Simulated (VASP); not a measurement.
# GaAs (F-43m) in VASP: further runs

Aim: see how the results for GaAs move with the level of theory and the settings. Levels: BLYP+D4, PBE. Tasks: single point, relaxation of cell and atoms.

All numbers are computed with VASP 6.6.1; they aren't measurements. Logs are shortened: lines on timing, memory, paths and dates and some standing lists are left out, and cuts for length are marked.

**What was measured.**

From “Evidence of valence band perturbations in GaAsN/GaAs(001): A combined variable-angle spectroscopic ellipsometry and modulated photoreflectance investigation”, 2008, arxiv:0805.2212, for a bulk crystal of GaAs at 300 K: band gap 1.418 ± 0.005 eV (direct).

The runs below are set against these values where they give the same quantity.

**1. The cell of the first run**

The structure is cubic, space group F-43m (No. 216). The conventional cell has a = 5.677 Å, b = 5.677 Å, c = 5.677 Å, α = 90.00°, β = 90.00°, γ = 90.00°. As (site symmetry -43m) has 4 Ga at 2.46 Å within 3.2 Å. Ga (site symmetry -43m) has 4 As at 2.46 Å within 3.2 Å.

**2. Single point, BLYP+D4**

The input, INCAR:

```
PREC = Accurate ; ENCUT = 520
EDIFF = 1E-7 ; ISMEAR = -1
SIGMA = 0.05 ; LREAL = F
LASPH = T ; NELM = 60
ALGO = Normal ; ISIF = 2
LWAVE = F ; LCHARG = F
GGA = B5 ; ALDAX = 1.0
AGGAX = 1.0 ; AGGAC = 1.0
ALDAC = 0.0 ; IVDW = 13
VDW_S6 = 1.0 ; VDW_S8 = 2.34076671
VDW_A1 = 0.44488865 ; VDW_A2 = 4.0933009
NBANDS = 16
```

The input, KPOINTS:

```
Automatic mesh
0
Gamma
  8 8 8
```

The input, POSCAR:

```
GaAs
1.0
    0.0000000000      2.8382531767      2.8382531767
    2.8382531767      0.0000000000      2.8382531767
    2.8382531767      2.8382531767      0.0000000000
As Ga
1 1
Direct
    0.7500000000      0.7500000000      0.7500000000
    0.0000000000      0.0000000000      0.0000000000
```

Potentials or basis: VASP PAW PBE potentials, release 64 (As, Ga_d).

Run with:

```bash
$ cat potpaw_PBE.64/As/POTCAR potpaw_PBE.64/Ga_d/POTCAR > POTCAR
$ mpirun -np 1 vasp_std > vasp.out
```

OUTCAR:

```text
PREC = Accurate
   ENCUT = 520
   EDIFF = 1E-7
   ISMEAR = -1
   LREAL = F
   LASPH = T
   NELM = 60
   ISIF = 2
   GGA = B5
   IVDW = 13

 ion  position               nearest neighbor table
   1  0.750  0.750  0.750-   2 2.46   2 2.46   2 2.46   2 2.46
   2  0.000  0.000  0.000-   1 2.46   1 2.46   1 2.46   1 2.46

  LATTYP: Found a face centered cubic cell.
 ALAT       =     5.6765063534

  Lattice vectors:

 A1 = (   0.0000000000,   2.8382531767,   2.8382531767)
 A2 = (   2.8382531767,   0.0000000000,   2.8382531767)
 A3 = (   2.8382531767,   2.8382531767,   0.0000000000)

Analysis of symmetry for initial positions (statically):
=====================================================================
 Subroutine PRICEL returns:
 Original cell was already a primitive cell.

 Routine SETGRP: Setting up the symmetry group for a
 face centered cubic supercell.

 Subroutine GETGRP returns: Found 24 space group operations
 (whereof 24 operations were pure point group operations)
 out of a pool of 48 trial point group operations.

The static configuration has the point symmetry T_d .

Analysis of symmetry for dynamics (positions and initial velocities):
=====================================================================
 Subroutine PRICEL returns:
 Original cell was already a primitive cell.

 Routine SETGRP: Setting up the symmetry group for a
 face centered cubic supercell.

 Subroutine GETGRP returns: Found 24 space group operations
 (whereof 24 operations were pure point group operations)
 out of a pool of 48 trial point group operations.

The dynamic configuration has the point symmetry T_d .

 Subroutine INISYM returns: Found 24 space group operations
 (whereof 24 operations are pure point group operations),
 and found     1 'primitive' translations

----------------------------------------------------------------------------------------

                                     Primitive cell

  volume of cell :      45.7281

  direct lattice vectors                    reciprocal lattice vectors
     0.000000000  2.838253177  2.838253177    -0.176164693  0.176164693  0.176164693
     2.838253177  0.000000000  2.838253177     0.176164693 -0.176164693  0.176164693
     2.838253177  2.838253177  0.000000000     0.176164693  0.176164693 -0.176164693

  length of vectors
     4.013896136  4.013896136  4.013896136     0.305126199  0.305126199  0.305126199

  position of ions in fractional coordinates (direct lattice)
     0.750000000  0.750000000  0.750000000
     0.000000000  0.000000000  0.000000000

[... 77 lines left out ...]
   LREAL  =      F    real-space projection
   EDIFFG = 0.1E-05   stopping-criterion for IOM
   NSW    =      0    number of steps for IOM
   IBRION =     -1    ionic relax: 0-MD 1-quasi-New 2-CG
   NFREE  =      0    steps in history (QN), initial steepest desc. (CG)
   ISIF   =      2    stress and relaxation
   ISYM   =      2    0-nonsym 1-usesym 2-fastsym
   POTIM  = 0.5000    time-step for ionic-motion
   TEBEG  =    0.0;   TEEND  =   0.0 temperature during run
   PSTRESS=    0.0 pullay stress
   NELECT =      18.0000    total number of electrons
   NUPDOWN=      -1.0000    fix difference up-down
   EMIN   =  10.00;   EMAX   =-10.00  energy-range for DOS
   EFERMI =   0.00;   METHOD = LEGACY
   ISMEAR =    -1;   SIGMA  =   0.05  broadening in eV -4-tet -1-fermi 0-gaus
   EFERMI_NEDOS =   21; number of points for ismear=-14 and -15
   IALGO  =     38    algorithm
   IMIX   =      4    mixing-type and parameters
     AMIX     =   0.40;   BMIX     =  1.00
     AMIX_MAG =   1.60;   BMIX_MAG =  1.00
  volume/ion in A,a.u.               =      22.86       154.29
  Fermi-wavevector in a.u.,A,eV,Ry     =   1.199788  2.267271 19.585469  1.439491
  Thomas-Fermi vector in A             =   2.335641
   LORBIT       =      0    0 simple, 1 ext, 2 COOP (PROOUT), +10 PAW based schemes
   GGA     = B5    functional components
   LHFCALC =     F    Hartree Fock is set to
   AEXX    =    0.0000 exact exchange contribution
   IVDW    =    13    specifies the selected vdW correction
   LEPSILON=     F    determine dielectric tensor
   LRPA    =     F    only Hartree local field effects (RPA)
 non-spin polarized calculation
  energy-cutoff  :      520.00
  volume of cell :       45.73
 maximum number of plane-waves:      1249
 NGX is ok and might be reduce to    30
   NGX = 15   NGY = 15   NGZ = 15

 number of electron      17.9999988 magnetization

 Free energy of the ion-electron system (eV)
  ---------------------------------------------------
  ext. energy  EPLUGINS =         0.00000000
  ---------------------------------------------------
  free energy    TOTEN  =        -6.92866793 eV

  energy without entropy =       -6.92853294  energy(sigma->0) =       -6.92860043

 E-fermi :   4.4219     XC(G=0):  -8.9632

 val. band max:        4.2395768035   @ k =   0.0000   0.0000   0.0000
 cond. band min:       4.5427203878   @ k =   0.0000   0.0000   0.0000
 fundamental gap:      0.3031435843
 Fermi energy:         4.4218535833

 k-point     1 :       0.0000    0.0000    0.0000
  band No.  band energies     occupation
      1     -10.6251      2.00000
      2     -10.6251      2.00000
      3     -10.6251      2.00000
      4     -10.5487      2.00000
      5     -10.5487      2.00000
      6      -8.4108      2.00000
[... 433 lines left out ...]
      3     -10.5943      2.00000
      4     -10.5527      2.00000
      5     -10.5454      2.00000
      6      -6.3779      2.00000
[... 8 lines left out ...]
     15      16.0262      0.00000
     16      16.4301      0.00000

 [... further k-points ...]

------------------------ aborting loop because EDIFF is reached ----------------------------------------

  DFT-D4 for vdW energy calculation

  Edisp (eV):   -1.57395

  FORCE on cell =-STRESS in cart. coord.  units (eV):
  Direction    XX          YY          ZZ          XY          YZ          ZX
  --------------------------------------------------------------------------------------
  -------------------------------------------------------------------------------------
  Total       0.09086     0.09086     0.09086     0.00000    -0.00000    -0.00000
  in kB       3.18355     3.18355     3.18355     0.00000    -0.00000    -0.00000
  external pressure =        3.18 kB  Pullay stress =        0.00 kB

 VOLUME and BASIS-vectors are now :
 -----------------------------------------------------------------------------
  energy-cutoff  :      520.00
  volume of cell :       45.73
      direct lattice vectors                 reciprocal lattice vectors
     0.000000000  2.838253177  2.838253177    -0.176164693  0.176164693  0.176164693
     2.838253177  0.000000000  2.838253177     0.176164693 -0.176164693  0.176164693
     2.838253177  2.838253177  0.000000000     0.176164693  0.176164693 -0.176164693

 POSITION                                       TOTAL-FORCE (eV/Angst)
 -----------------------------------------------------------------------------------
      4.25738      4.25738      4.25738        -0.000000     -0.000000     -0.000000
      0.00000      0.00000      0.00000         0.000000      0.000000      0.000000
 -----------------------------------------------------------------------------------
    total drift:                               -0.000000     -0.000000     -0.000001

  FREE ENERGIE OF THE ION-ELECTRON SYSTEM (eV)
  ---------------------------------------------------
  free  energy   TOTEN  =        -8.5026210866 eV

  energy  without entropy=       -8.5024861002  energy(sigma->0) =       -8.50255359
```

Wall time 32 s (1 thread of AMD EPYC 7R43 (Zen 3), shared host); peak memory 0.14 GiB.

What came out:

```
Free energy                : -8.5026 eV
Pressure                   : 0.3 GPa
Band gap on the k mesh     : 0.30 eV, direct
Dispersion energy per atom : -0.787 eV
```

Levels at points of the mesh, in eV from the valence-band top:
```
           k point  band 6  band 7  band 8  band 9  band 10  band 11  band 12  band 13
(0.00, 0.00, 0.00)  -12.65    0.00    0.00    0.00     0.30     3.75     3.75     3.75
(0.50, 0.00, 0.00)  -10.95   -6.55   -1.12   -1.12     0.95     4.70     4.70     7.97
(0.50, 0.50, 0.00)  -10.23   -6.79   -2.61   -2.61     1.65     1.74    10.00    10.00
```

Caveat: the PAW data sets were made with another functional, which shifts forces and pressure a little.

**3. Relaxation of cell and atoms, BLYP+D4**

This run uses another cell than the first one, of 22.59 Å³/atom, 0.988 times its volume.

The input, INCAR:

```
PREC = Accurate
ENCUT = 600
EDIFF = 1E-6
ISMEAR = -1
SIGMA = 0.05
LREAL = False
LASPH = True
NELM = 100
ALGO = Normal
ISIF = 3
LWAVE = False
LCHARG = False
GGA = B5
ALDAX = 1.0
AGGAX = 1.0
AGGAC = 1.0
ALDAC = 0.0
IVDW = 13
VDW_S6 = 1.0
VDW_S8 = 2.34076671
VDW_A1 = 0.44488865
VDW_A2 = 4.0933009
IBRION = 2
NSW = 80
EDIFFG = -0.005
```

The input, KPOINTS:

```
regular mesh
0
Gamma
  8 8 8
```

The input, POSCAR:

```
GaAs
1.0
    0.0000000000      2.8268500000      2.8268500000
    2.8268500000      0.0000000000      2.8268500000
    2.8268500000      2.8268500000      0.0000000000
As Ga
1 1
Direct
    0.7500000000      0.7500000000      0.7500000000
    0.0000000000      0.0000000000      0.0000000000
```

Potentials or basis: VASP PAW PBE potentials, release 64 (As, Ga_d).

Run with:

```bash
$ cat potpaw_PBE.64/As/POTCAR potpaw_PBE.64/Ga_d/POTCAR > POTCAR
$ mpirun -np 1 vasp_std > vasp.out
```

OUTCAR:

```text
PREC = Accurate
   ENCUT = 600
   EDIFF = 1E-6
   ISMEAR = -1
   LREAL = False
   LASPH = True
   NELM = 100
   ISIF = 3
   GGA = B5
   IVDW = 13
   IBRION = 2
   NSW = 80
   EDIFFG = -0.005

 ion  position               nearest neighbor table
   1  0.750  0.750  0.750-   2 2.45   2 2.45   2 2.45   2 2.45
   2  0.000  0.000  0.000-   1 2.45   1 2.45   1 2.45   1 2.45

  LATTYP: Found a face centered cubic cell.
 ALAT       =     5.6537000000

  Lattice vectors:

 A1 = (   0.0000000000,   2.8268500000,   2.8268500000)
 A2 = (   2.8268500000,   0.0000000000,   2.8268500000)
 A3 = (   2.8268500000,   2.8268500000,   0.0000000000)

Analysis of symmetry for initial positions (statically):
=====================================================================
 Subroutine PRICEL returns:
 Original cell was already a primitive cell.

 Routine SETGRP: Setting up the symmetry group for a
 face centered cubic supercell.

 Subroutine GETGRP returns: Found 24 space group operations
[... 372 lines left out ...]

  energy without entropy =       -6.93621910  energy(sigma->0) =       -6.93630388

 E-fermi :   4.3664     XC(G=0):  -8.9447

 val. band max:        4.1996637854   @ k =   0.0000   0.0000   0.0000
 cond. band min:       4.4705182080   @ k =   0.0000   0.0000   0.0000
 fundamental gap:      0.2708544227
 Fermi energy:         4.3664385730

 k-point     1 :       0.0000    0.0000    0.0000
  band No.  band energies     occupation
      1     -10.6580      2.00000
      2     -10.6580      2.00000
      3     -10.6580      2.00000
      4     -10.5827      2.00000
      5     -10.5827      2.00000
      6      -8.4210      2.00000
      7       4.1997      1.93125
      8       4.1997      1.93125
      9       4.1997      1.93125
     10       4.4705      0.22180
     11       7.9523      0.00000
     12       7.9523      0.00000
     13       7.9523      0.00000
[... 354 lines left out ...]
  band No.  band energies     occupation
      1     -10.7395      2.00000
      2     -10.6347      2.00000
      3     -10.6277      2.00000
      4     -10.5866      2.00000
      5     -10.5794      2.00000
      6      -6.4034      2.00000
      7      -2.2193      2.00000
      8       1.0810      2.00000
      9       2.3326      2.00000
     10       7.1619      0.00000
     11       8.4947      0.00000
     12      10.4967      0.00000
     13      11.8597      0.00000

 [... further k-points ...]

------------------------ aborting loop because EDIFF is reached ----------------------------------------

  DFT-D4 for vdW energy calculation

  Edisp (eV):   -1.56676
[... 25 lines left out ...]
  FREE ENERGIE OF THE ION-ELECTRON SYSTEM (eV)
  ---------------------------------------------------
  free  energy   TOTEN  =        -8.5031501168 eV

  energy  without entropy=       -8.5029805627  energy(sigma->0) =       -8.50306534

 reached required accuracy - stopping structural energy minimisation
```

OSZICAR:

```text
N       E                     dE             d eps       ncg     rms          rms(c)
DAV:   1     0.891036021413E+02    0.89104E+02   -0.10070E+04   778   0.205E+03
DAV:   2     0.391932341687E+00   -0.88712E+02   -0.85780E+02   802   0.362E+02
DAV:   3    -0.699444688426E+01   -0.73864E+01   -0.73183E+01   954   0.821E+01
[... 42 lines left out ...]
DAV:   1    -0.693644909496E+01   -0.11196E-02   -0.81957E-04   979   0.581E-01    0.446E-02
DAV:   2    -0.693640196497E+01    0.47130E-04   -0.89178E-05   949   0.226E-01    0.204E-02
DAV:   3    -0.693639016381E+01    0.11801E-04   -0.15005E-05   989   0.795E-02    0.446E-03
DAV:   4    -0.693638889051E+01    0.12733E-05   -0.11700E-06   382   0.180E-02    0.161E-03
DAV:   5    -0.693638865399E+01    0.23652E-06   -0.16501E-07   377   0.638E-03
   6 F= -.85031501E+01 E0= -.85030653E+01  d E =-.865403E-05
```

Wall time 2.1 min (1 thread of AMD EPYC 7R43 (Zen 3), shared host); peak memory 0.15 GiB.

What came out:

| Quantity | Value |
| --- | --- |
| Free energy | -8.5032 eV |
| Relaxed volume | 22.96 Å³/atom |
| Relaxed cell | a = 4.020 Å, b = 4.020 Å, c = 4.020 Å, α = 60.00°, β = 60.00°, γ = 60.00° |
| Space group after relaxing (to 0.05 Å) | F-43m (No. 216) |
| Energy gained by relaxing | 1.3 meV/atom |
| Ionic steps | 6 |
| Pressure after relaxing | 0.0 GPa |
| Band gap on the k mesh | 0.27 eV, direct |
| Dispersion energy per atom | -0.783 eV |

Step by step:
```
step  energy change (eV)  largest force (eV/Å)  pressure (GPa)  volume (Å³)
   1              0.0000                0.0000            1.13        45.18
   2             -0.0022                0.0000           -0.39        46.23
   3             -0.0026                0.0000            0.04        45.93
   4             -0.0026                0.0000           -0.07        45.96
   5             -0.0026                0.0000            0.09        45.89
   6             -0.0026                0.0000           -0.02        45.92
```

Final structure:
```
As Ga
1.0
     0.00000    2.84229    2.84229
     2.84229    0.00000    2.84229
     2.84229    2.84229    0.00000
As Ga
1 1
Cartesian
  4.2634 4.2634 4.2634
  2.8423 2.8423 0.0000
```

Caveat: the PAW data sets were made with another functional, which shifts forces and pressure a little.

(Continued in part 2 of 2.)
